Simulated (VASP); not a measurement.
Here is a VASP 6.6.1 calculation.

File INCAR:

```
SYSTEM = Ta2N
  PREC = Accurate
  ENCUT = 700
  EDIFF = 1E-6
  ISMEAR = -1
  SIGMA = 0.05
  LREAL = .FALSE.
  LASPH = .TRUE.
  NELM = 120
  ALGO = Normal
  ISIF = 2
  LWAVE = .FALSE.
  LCHARG = .FALSE.
  GGA = B5
  ALDAX = 1.0
  AGGAX = 1.0
  AGGAC = 1.0
  ALDAC = 0.0
  NBANDS = 22
  GGA_COMPAT = .FALSE.
```

Contents of KPOINTS:

```
regular mesh
0
G
  10 10 6
  0 0 0
```

POSCAR

```
Ta2N
1.0
    3.1128615060      0.0000000000      0.0000000000
   -1.5564307530      2.6958171426      0.0000000000
    0.0000000000      0.0000000000      4.8698410000
Ta N
2 1
Direct
    0.3333333333      0.6666666667      0.2547110000
    0.6666666667      0.3333333333      0.7452890000
    0.0000000000      0.0000000000      0.0000000000
```

Potentials or basis: VASP PAW PBE potentials, release 64 (Ta_sv_GW, N).

Launch:

```bash
$ cat potpaw_PBE.64/Ta_sv_GW/POTCAR potpaw_PBE.64/N/POTCAR > POTCAR
$ mpirun -np 1 vasp_std > vasp.out
```

Predict the pressure.

8.7 GPa.

Estimate the largest force.

0.462 eV/Å.

Forces in eV/Å, atoms in the order of the input:
```
Ta   0.000  0.000  0.462
Ta   0.000  0.000 -0.462
N    0.000  0.000  0.000
```

Caveat: the cell stands under pressure; the PAW data sets were made with another functional, which shifts forces and pressure a little.
